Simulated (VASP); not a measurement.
Runs of VASP 6.6.1 on TiB2. The structure is that of space group Fm-3m (No. 225), or close to it. The cells are those of the table. 

```csv
task,cell,gap on the mesh (eV),pressure (GPa)
relaxation of cell and atoms,"relaxed to 5 GPa from a = 3.366 Å, angles 60.0°, 3 atoms",none,4.7
single point,"a = 3.603 Å, angles 60.0°, 3 atoms",none,-0.1
relaxation of cell and atoms,"relaxed from a = 3.366 Å, angles 60.0°, 3 atoms",none,-0.1
single point,"a = 3.565 Å, angles 60.0°, 3 atoms",none,(a)
single point,"a = 3.474 Å, angles 60.0°, 3 atoms",none,19.7
```

Alike in all rows: level PBE; potentials or basis VASP PAW PBE potentials, release 64 (Ti_sv, B); no spin polarisation; k mesh 8 × 8 × 8; cutoff (eV) 500; smearing methfessel-paxton 0.05 eV.

**Question.** Estimate the missing entries.

**Answer.** (a) 4.9.

Caveats: the cell stands under pressure (at least some runs); the cell is relaxed towards a set pressure, so the run minimises the enthalpy, not the energy (at least some runs).

A gap of «none» marks levels without a gap at the run's occupations.
